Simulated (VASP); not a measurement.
# GaF (Pm-3m) in VASP: settings compared, part 2 of 3

VASP 6.6.1. Earlier steps stand in the parts before.

### 3 Single point, BLYP

This run uses another cell than the first one, of 15.87 Å³/atom, 0.943 times its volume.

The input, INCAR:

```
SYSTEM = GaF
  PREC = Accurate
  ENCUT = 520
  EDIFF = 1E-6
  ISMEAR = -1
  SIGMA = 0.05
  LREAL = .FALSE.
  LASPH = .TRUE.
  NELM = 100
  ALGO = Normal
  ISIF = 2
  LWAVE = .FALSE.
  LCHARG = .FALSE.
  GGA = B5
  ALDAX = 1.0
  AGGAX = 1.0
  AGGAC = 1.0
  ALDAC = 0.0
  NBANDS = 17
```

The input, KPOINTS:

```
regular mesh
0
G
  8 8 8
  0 0 0
```

The input, POSCAR:

```
GaF
1.0
    3.1659200000      0.0000000000      0.0000000000
    0.0000000000      3.1659200000      0.0000000000
    0.0000000000      0.0000000000      3.1659200000
Ga F
1 1
Direct
    0.0000000000      0.0000000000      0.0000000000
    0.5000000000      0.5000000000      0.5000000000
```

Potentials or basis: VASP PAW PBE potentials, release 64 (Ga_d, F).

On the command line:

```console
cat potpaw_PBE.64/Ga_d/POTCAR potpaw_PBE.64/F/POTCAR > POTCAR
mpirun -np 1 vasp_std > vasp.out
```

OUTCAR:

```text
SYSTEM = GaF
   PREC = Accurate
   ENCUT = 520
   EDIFF = 1E-6
   ISMEAR = -1
   LREAL = .FALSE.
   LASPH = .TRUE.
   NELM = 100
   ISIF = 2
   GGA = B5

 ion  position               nearest neighbor table
   1  0.000  0.000  0.000-
   2  0.500  0.500  0.500-

  LATTYP: Found a simple cubic cell.
 ALAT       =     3.1659200000

  Lattice vectors:

 A1 = (   3.1659200000,   0.0000000000,   0.0000000000)
 A2 = (   0.0000000000,   3.1659200000,   0.0000000000)
 A3 = (   0.0000000000,   0.0000000000,   3.1659200000)

Analysis of symmetry for initial positions (statically):
=====================================================================
 Subroutine PRICEL returns:
 Original cell was already a primitive cell.

 Routine SETGRP: Setting up the symmetry group for a
 simple cubic supercell.

 Subroutine GETGRP returns: Found 48 space group operations
 (whereof 48 operations were pure point group operations)
 out of a pool of 48 trial point group operations.

The static configuration has the point symmetry O_h .

Analysis of symmetry for dynamics (positions and initial velocities):
=====================================================================
 Subroutine PRICEL returns:
 Original cell was already a primitive cell.

 Routine SETGRP: Setting up the symmetry group for a
 simple cubic supercell.

 Subroutine GETGRP returns: Found 48 space group operations
 (whereof 48 operations were pure point group operations)
 out of a pool of 48 trial point group operations.

The dynamic configuration has the point symmetry O_h .

 Subroutine INISYM returns: Found 48 space group operations
 (whereof 48 operations are pure point group operations),
 and found     1 'primitive' translations

----------------------------------------------------------------------------------------

                                     Primitive cell

  volume of cell :      31.7322

  direct lattice vectors                    reciprocal lattice vectors
     3.165920000  0.000000000  0.000000000     0.315863951  0.000000000  0.000000000
     0.000000000  3.165920000  0.000000000     0.000000000  0.315863951  0.000000000
     0.000000000  0.000000000  3.165920000     0.000000000  0.000000000  0.315863951

  length of vectors
     3.165920000  3.165920000  3.165920000     0.315863951  0.315863951  0.315863951

  position of ions in fractional coordinates (direct lattice)
     0.000000000  0.000000000  0.000000000
     0.500000000  0.500000000  0.500000000

  ion indices of the primitive-cell ions
   primitive index   ion index
                 1           1
                 2           2

----------------------------------------------------------------------------------------

 KPOINTS: regular mesh

Automatic generation of k-mesh.
 Grid dimensions read from file:
 generate k-points for:    8    8    8

 Generating k-lattice:

  Cartesian coordinates                     Fractional coordinates (reciprocal lattice)
     0.039482994  0.000000000  0.000000000     0.125000000  0.000000000  0.000000000
     0.000000000  0.039482994  0.000000000     0.000000000  0.125000000  0.000000000
     0.000000000  0.000000000  0.039482994     0.000000000  0.000000000  0.125000000

  Length of vectors
     0.039482994  0.039482994  0.039482994

  Shift w.r.t. Gamma in fractional coordinates (k-lattice)
     0.000000000  0.000000000  0.000000000

 Subroutine IBZKPT returns following result:
 ===========================================

 Found     35 irreducible k-points:

 Following reciprocal coordinates:
            Coordinates               Weight
  0.000000  0.000000  0.000000      1.000000
  0.125000  0.000000  0.000000      6.000000
  0.250000  0.000000  0.000000      6.000000
  0.375000  0.000000  0.000000      6.000000
  0.500000  0.000000  0.000000      3.000000
  0.125000  0.125000  0.000000     12.000000
[... 16 lines left out ...]
  0.375000  0.375000  0.125000     24.000000
  0.500000  0.375000  0.125000     24.000000
 [... further k-points ...]
   k-points           NKPTS =     35   k-points in BZ     NKDIM =     35   number of bands    NBANDS=     17
   number of dos      NEDOS =    301   number of ions     NIONS =      2
   total plane-waves  NPLWV =  13824
   dimension x,y,z NGX =    24 NGY =   24 NGZ =   24
   dimension x,y,z NGXF=    48 NGYF=   48 NGZF=   48
   ions per type =               1   1
   NGX,Y,Z   is equivalent  to a cutoff of  12.60, 12.60, 12.60 a.u.
   NGXF,Y,Z  is equivalent  to a cutoff of  25.21, 25.21, 25.21 a.u.
 SYSTEM =  GaF
   PREC   = accura    normal or accurate (medium, high low for compatibility)
   ISTART =      0    job   : 0-new  1-cont  2-samecut
   ICHARG =      2    charge: 1-file 2-atom 10-const
   ISPIN  =      1    spin polarized calculation?
   LNONCOLLINEAR =      F non collinear calculations
   LSORBIT =      F    spin-orbit coupling
   LASPH  =      T    aspherical Exc in radial PAW
   ENCUT  =  520.0 eV  38.22 Ry    6.18 a.u.   5.89  5.89  5.89*2*pi/ulx,y,z
   NELM   =    100;   NELMIN=  2; NELMDL= -5     # of ELM steps
   EDIFF  = 0.1E-05   stopping-criterion for ELM
   LREAL  =      F    real-space projection
   EDIFFG = 0.1E-04   stopping-criterion for IOM
   NSW    =      0    number of steps for IOM
   IBRION =     -1    ionic relax: 0-MD 1-quasi-New 2-CG
   NFREE  =      0    steps in history (QN), initial steepest desc. (CG)
   ISIF   =      2    stress and relaxation
   ISYM   =      2    0-nonsym 1-usesym 2-fastsym
   POTIM  = 0.5000    time-step for ionic-motion
   TEBEG  =    0.0;   TEEND  =   0.0 temperature during run
   PSTRESS=    0.0 pullay stress
   NELECT =      20.0000    total number of electrons
   NUPDOWN=      -1.0000    fix difference up-down
   EMIN   =  10.00;   EMAX   =-10.00  energy-range for DOS
   EFERMI =   0.00;   METHOD = LEGACY
   ISMEAR =    -1;   SIGMA  =   0.05  broadening in eV -4-tet -1-fermi 0-gaus
   EFERMI_NEDOS =   21; number of points for ismear=-14 and -15
   IALGO  =     38    algorithm
   IMIX   =      4    mixing-type and parameters
     AMIX     =   0.40;   BMIX     =  1.00
     AMIX_MAG =   1.60;   BMIX_MAG =  1.00
  volume/ion in A,a.u.               =      15.87       107.07
  Fermi-wavevector in a.u.,A,eV,Ry     =   1.403627  2.652469 26.805754  1.970167
  Thomas-Fermi vector in A             =   2.526269
   LORBIT       =      0    0 simple, 1 ext, 2 COOP (PROOUT), +10 PAW based schemes
   GGA     = B5    functional components
   LHFCALC =     F    Hartree Fock is set to
   AEXX    =    0.0000 exact exchange contribution
   IVDW    =     0    specifies the selected vdW correction
   LEPSILON=     F    determine dielectric tensor
   LRPA    =     F    only Hartree local field effects (RPA)
 non-spin polarized calculation
  energy-cutoff  :      520.00
  volume of cell :       31.73
 maximum number of plane-waves:       876
 NGX is ok and might be reduce to    24
   NGX = 11   NGY = 11   NGZ = 11

 number of electron      19.9999980 magnetization

 Free energy of the ion-electron system (eV)
  ---------------------------------------------------
  ext. energy  EPLUGINS =         0.00000000
  ---------------------------------------------------
  free energy    TOTEN  =        -6.94520484 eV

  energy without entropy =       -6.94520106  energy(sigma->0) =       -6.94520295

 E-fermi :   2.9785     XC(G=0):  -9.6470

 val. band max:        2.6407918194   @ k =   0.5000   0.5000   0.5000
 cond. band min:       3.3712867750   @ k =   0.5000   0.0000   0.0000
 fundamental gap:      0.7304949556
 Fermi energy:         2.9785422381

 k-point     1 :       0.0000    0.0000    0.0000
  band No.  band energies     occupation
      1     -19.2620      2.00000
      2     -11.4804      2.00000
      3     -11.4804      2.00000
      4     -11.3138      2.00000
      5     -11.3138      2.00000
      6     -11.3138      2.00000
[... 9 lines left out ...]
     16      19.7863      0.00000
     17      25.6983      0.00000

 k-point     2 :       0.1250    0.0000    0.0000
  band No.  band energies     occupation
      1     -19.2408      2.00000
      2     -11.4790      2.00000
      3     -11.4629      2.00000
      4     -11.3208      2.00000
      5     -11.3208      2.00000
      6     -11.3132      2.00000
[... 9 lines left out ...]
     16      20.5718      0.00000
     17      23.9836      0.00000
[... 421 lines left out ...]
 k-point    24 :       0.5000    0.3750    0.1250
  band No.  band energies     occupation
      1     -19.0126      2.00000
      2     -11.3991      2.00000
      3     -11.3833      2.00000
      4     -11.3595      2.00000
      5     -11.3545      2.00000
      6     -11.2915      2.00000
[... 9 lines left out ...]
     16      18.6835      0.00000
     17      20.7811      0.00000

 [... further k-points ...]
[... 5 lines left out ...]
  --------------------------------------------------------------------------------------
  -------------------------------------------------------------------------------------
  Total        0.6133275      0.6133275      0.6133275     -0.0000000      0.0000000     -0.0000000
  in kB       30.9672899     30.9672899     30.9672899     -0.0000000      0.0000000     -0.0000000
  external PRESSURE =      30.9672899 kB  Pullay stress =       0.0000000 kB

 VOLUME and BASIS-vectors are now :
 -----------------------------------------------------------------------------
  energy-cutoff  :      520.00
  volume of cell :       31.73
      direct lattice vectors                 reciprocal lattice vectors
     3.165920000  0.000000000  0.000000000     0.315863951  0.000000000  0.000000000
     0.000000000  3.165920000  0.000000000     0.000000000  0.315863951  0.000000000
     0.000000000  0.000000000  3.165920000     0.000000000  0.000000000  0.315863951

 POSITION                                       TOTAL-FORCE (eV/Angst)
 -----------------------------------------------------------------------------------
      0.00000      0.00000      0.00000         0.000000      0.000000      0.000000
      1.58296      1.58296      1.58296         0.000000      0.000000      0.000000
 -----------------------------------------------------------------------------------
    total drift:                                0.000000      0.000000     -0.000000

  FREE ENERGIE OF THE ION-ELECTRON SYSTEM (eV)
  ---------------------------------------------------
  free  energy   TOTEN  =        -6.9452048375 eV

  energy  without entropy=       -6.9452010612  energy(sigma->0) =       -6.94520295
```

Wall time 8.5 s (1 thread of Intel Xeon 6975P-C (Granite Rapids), shared host); peak memory 0.14 GiB.

Results:

```yaml
Free_energy: -6.9452 eV
Pressure: 3.1 GPa
Band_gap_on_the_k_mesh: 0.73 eV, indirect (least direct gap 1.37 eV)
```

Caveat: the PAW data sets were made with another functional, which shifts forces and pressure a little.

### 4 Single point, PBE

This run uses another cell than the first one, of 15.87 Å³/atom, 0.943 times its volume.

The input, INCAR:

```
  PREC = Accurate
  ENCUT = 520
  EDIFF = 1E-7
  ISMEAR = 0
  SIGMA = 0.011
  LREAL = False
  LASPH = True
  NELM = 80
  ALGO = Normal
  ISIF = 2
  LWAVE = False
  LCHARG = False
  GGA = PE
  NBANDS = 17
```

The input, KPOINTS:

```
Automatic mesh
0
Gamma
  8 8 8
```

POSCAR is that of step 3.

Potentials or basis: VASP PAW PBE potentials, release 64 (Ga_d, F).

On the command line:

```console
cat potpaw_PBE.64/Ga_d/POTCAR potpaw_PBE.64/F/POTCAR > POTCAR
mpirun -np 1 vasp_std > vasp.out
```

OUTCAR:

```text
PREC = Accurate
   ENCUT = 520
   EDIFF = 1E-7
   ISMEAR = 0
   LREAL = False
   LASPH = True
   NELM = 80
   ISIF = 2
   GGA = PE

 ion  position               nearest neighbor table
   1  0.000  0.000  0.000-
   2  0.500  0.500  0.500-

  LATTYP: Found a simple cubic cell.
 ALAT       =     3.1659200000

  Lattice vectors:

 A1 = (   3.1659200000,   0.0000000000,   0.0000000000)
 A2 = (   0.0000000000,   3.1659200000,   0.0000000000)
 A3 = (   0.0000000000,   0.0000000000,   3.1659200000)

Analysis of symmetry for initial positions (statically):
=====================================================================
 Subroutine PRICEL returns:
 Original cell was already a primitive cell.

 Routine SETGRP: Setting up the symmetry group for a
 simple cubic supercell.

 Subroutine GETGRP returns: Found 48 space group operations
 (whereof 48 operations were pure point group operations)
 out of a pool of 48 trial point group operations.

The static configuration has the point symmetry O_h .

Analysis of symmetry for dynamics (positions and initial velocities):
=====================================================================
 Subroutine PRICEL returns:
 Original cell was already a primitive cell.

 Routine SETGRP: Setting up the symmetry group for a
 simple cubic supercell.

 Subroutine GETGRP returns: Found 48 space group operations
 (whereof 48 operations were pure point group operations)
 out of a pool of 48 trial point group operations.

The dynamic configuration has the point symmetry O_h .

 Subroutine INISYM returns: Found 48 space group operations
 (whereof 48 operations are pure point group operations),
 and found     1 'primitive' translations
[... 101 lines left out ...]
   ISIF   =      2    stress and relaxation
   ISYM   =      2    0-nonsym 1-usesym 2-fastsym
   POTIM  = 0.5000    time-step for ionic-motion
   TEBEG  =    0.0;   TEEND  =   0.0 temperature during run
   PSTRESS=    0.0 pullay stress
   NELECT =      20.0000    total number of electrons
   NUPDOWN=      -1.0000    fix difference up-down
   EMIN   =  10.00;   EMAX   =-10.00  energy-range for DOS
   EFERMI =   0.00;   METHOD = LEGACY
   ISMEAR =     0;   SIGMA  =   0.01  broadening in eV -4-tet -1-fermi 0-gaus
   EFERMI_NEDOS =   21; number of points for ismear=-14 and -15
   IALGO  =     38    algorithm
   IMIX   =      4    mixing-type and parameters
     AMIX     =   0.40;   BMIX     =  1.00
     AMIX_MAG =   1.60;   BMIX_MAG =  1.00
  volume/ion in A,a.u.               =      15.87       107.07
  Fermi-wavevector in a.u.,A,eV,Ry     =   1.403627  2.652469 26.805754  1.970167
  Thomas-Fermi vector in A             =   2.526269
   LORBIT       =      0    0 simple, 1 ext, 2 COOP (PROOUT), +10 PAW based schemes
   GGA     = PE    functional components
   LHFCALC =     F    Hartree Fock is set to
   AEXX    =    0.0000 exact exchange contribution
   IVDW    =     0    specifies the selected vdW correction
   LEPSILON=     F    determine dielectric tensor
   LRPA    =     F    only Hartree local field effects (RPA)
 non-spin polarized calculation
 Gauss-broadening in eV      SIGMA  =   0.01
  energy-cutoff  :      520.00
  volume of cell :       31.73
 maximum number of plane-waves:       876
 NGX is ok and might be reduce to    24
   NGX = 11   NGY = 11   NGZ = 11

 number of electron      19.9999980 magnetization

 Free energy of the ion-electron system (eV)
  ---------------------------------------------------
  ext. energy  EPLUGINS =         0.00000000
  ---------------------------------------------------
  free energy    TOTEN  =        -7.43285796 eV

  energy without entropy =       -7.43285796  energy(sigma->0) =       -7.43285796

 E-fermi :   2.7166     XC(G=0): -10.0825

 val. band max:        2.5905976584   @ k =   0.5000   0.5000   0.5000
 cond. band min:       2.9261409012   @ k =   0.5000   0.0000   0.0000
 fundamental gap:      0.3355432428
 Fermi energy:         2.7165741505

 k-point     1 :       0.0000    0.0000    0.0000
  band No.  band energies     occupation
      1     -19.6550      2.00000
      2     -11.7276      2.00000
      3     -11.7276      2.00000
      4     -11.5599      2.00000
      5     -11.5599      2.00000
      6     -11.5599      2.00000
[... 457 lines left out ...]
      4     -11.6064      2.00000
      5     -11.6011      2.00000
      6     -11.5377      2.00000
[... 9 lines left out ...]
     16      18.1515      0.00000
     17      20.3435      0.00000

 [... further k-points ...]
[... 5 lines left out ...]
  --------------------------------------------------------------------------------------
  -------------------------------------------------------------------------------------
  Total       -0.0173926     -0.0173926     -0.0173926     -0.0000000      0.0000000     -0.0000000
  in kB       -0.8781630     -0.8781630     -0.8781630     -0.0000000      0.0000000     -0.0000000
  external PRESSURE =      -0.8781630 kB  Pullay stress =       0.0000000 kB

 VOLUME and BASIS-vectors are now :
 -----------------------------------------------------------------------------
  energy-cutoff  :      520.00
  volume of cell :       31.73
      direct lattice vectors                 reciprocal lattice vectors
     3.165920000  0.000000000  0.000000000     0.315863951  0.000000000  0.000000000
     0.000000000  3.165920000  0.000000000     0.000000000  0.315863951  0.000000000
     0.000000000  0.000000000  3.165920000     0.000000000  0.000000000  0.315863951

 POSITION                                       TOTAL-FORCE (eV/Angst)
 -----------------------------------------------------------------------------------
      0.00000      0.00000      0.00000         0.000000      0.000000      0.000000
      1.58296      1.58296      1.58296         0.000000      0.000000      0.000000
 -----------------------------------------------------------------------------------
    total drift:                                0.000000      0.000000     -0.000000

  FREE ENERGIE OF THE ION-ELECTRON SYSTEM (eV)
  ---------------------------------------------------
  free  energy   TOTEN  =        -7.4328579600 eV

  energy  without entropy=       -7.4328579600  energy(sigma->0) =       -7.43285796
```

OSZICAR:

```text
N       E                     dE             d eps       ncg     rms          rms(c)
DAV:   1     0.117082915985E+03    0.11708E+03   -0.10945E+04  1314   0.193E+03
DAV:   2     0.642403759269E+00   -0.11644E+03   -0.11038E+03  1302   0.355E+02
DAV:   3    -0.839910202525E+01   -0.90415E+01   -0.89987E+01  1383   0.842E+01
DAV:   4    -0.851326662295E+01   -0.11416E+00   -0.11413E+00  1345   0.985E+00
DAV:   5    -0.851501378125E+01   -0.17472E-02   -0.17471E-02  1442   0.111E+00    0.570E+00
DAV:   6    -0.749614658335E+01    0.10189E+01   -0.38383E+00  1315   0.161E+01    0.239E+00
DAV:   7    -0.745294876178E+01    0.43198E-01   -0.27614E-01  1218   0.389E+00    0.101E+00
DAV:   8    -0.743428392267E+01    0.18665E-01   -0.83288E-02  1306   0.245E+00    0.326E-01
DAV:   9    -0.743262645172E+01    0.16575E-02   -0.59201E-03  1272   0.565E-01    0.819E-02
DAV:  10    -0.743288119924E+01   -0.25475E-03   -0.26657E-04  1311   0.183E-01    0.312E-02
DAV:  11    -0.743285745463E+01    0.23745E-04   -0.56802E-05  1330   0.823E-02    0.503E-03
DAV:  12    -0.743285834537E+01   -0.89074E-06   -0.42149E-06  1336   0.176E-02    0.523E-03
DAV:  13    -0.743285799667E+01    0.34870E-06   -0.88606E-07  1239   0.753E-03    0.129E-03
DAV:  14    -0.743285796001E+01    0.36662E-07   -0.98041E-08   770   0.243E-03
   1 F= -.74328580E+01 E0= -.74328580E+01  d E =-.132587E-61
```

stdout:

```text
POSCAR found type information on POSCAR GaF
 POSCAR found :  2 types and       2 ions
 scaLAPACK will be used
 LDA part: xc-table for (Slater+PW92), standard interpolation
 POSCAR, INCAR and KPOINTS ok, starting setup
 FFT: planning ... GRIDC
 FFT: planning ... GRID_SOFT
 FFT: planning ... GRID
 WAVECAR not read
 entering main loop
```

It took 5.5 s on 1 thread of Intel Xeon 6975P-C (Granite Rapids), shared host; peak memory 0.14 GiB.

What came out:

```yaml
Free_energy: -7.4329 eV
Pressure: -0.1 GPa
Band_gap_on_the_k_mesh: 0.34 eV, indirect (least direct gap 1.12 eV)
```

A k mesh can miss the band edges.

(Part 2 of 3 ends here.)
